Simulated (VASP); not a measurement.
Wanted: the native input for a VASP 6.6.1 run.

```
Task                   : relaxation of cell and atoms
Functional             : PBE
Potentials or basis    : VASP PAW PBE potentials, release 64 (Mn_pv, O)
Cutoff                 : 600 eV
k mesh                 : 10 × 10 × 10
Occupations            : fermi-dirac, width 0.05 eV
Spin                   : collinear spin, ferromagnetic start
Starting moments       : [4.0, 0.0] μB
Dipole correction      : no
Further INCAR settings : ALGO = Normal; EDIFF = 1e-06; IBRION = 2; EDIFFG = -0.01; NSW = 80; ISIF = 3
```

The structure of MnO lies in POSCAR:

```
MnO
1.0
    0.0000000000      2.2239077028      2.2239077028
    2.2239077028      0.0000000000      2.2239077028
    2.2239077028      2.2239077028      0.0000000000
Mn O
1 1
Direct
    0.0000000000      0.0000000000      0.0000000000
    0.5000000000      0.5000000000      0.5000000000
```

One way to write it, as run:

INCAR

```
SYSTEM = MnO
PREC = Accurate
ENCUT = 600
EDIFF = 1E-6
ISMEAR = -1
SIGMA = 0.05
LREAL = .False.
LASPH = .True.
NELM = 150
ALGO = Normal
ISIF = 3
LWAVE = .False.
LCHARG = .False.
ISPIN = 2
MAGMOM = 4 0
LORBIT = 11
LMAXMIX = 4
GGA = PE
IBRION = 2
NSW = 80
EDIFFG = -0.01
```

KPOINTS

```
regular mesh
0
Gamma
  10 10 10
  0 0 0
```

Potentials or basis: VASP PAW PBE potentials, release 64 (Mn_pv, O).

Launch:

```bash
$ cat potpaw_PBE.64/Mn_pv/POTCAR potpaw_PBE.64/O/POTCAR > POTCAR
$ mpirun -np 1 vasp_std > vasp.out
```

Results of the run:

```yaml
Pressure_after_relaxing: 0.0 GPa
Net_moment: 4.79 μB per cell
Site_moments: Mn +4.35; O +0.20 μB
Valence_electrons_inside_the_program's_atomic_spheres: Mn 11.35; O 4.97
```

Caveat: the relaxation stopped at its first step, so nothing moved; a cell with one magnetic atom can't hold antiferromagnetic order, which such compounds often take.

It took 21 s on 1 thread of Intel(R) Xeon(R) 6975P-C (Granite Rapids) (shared host), peak memory 0.19 GiB.
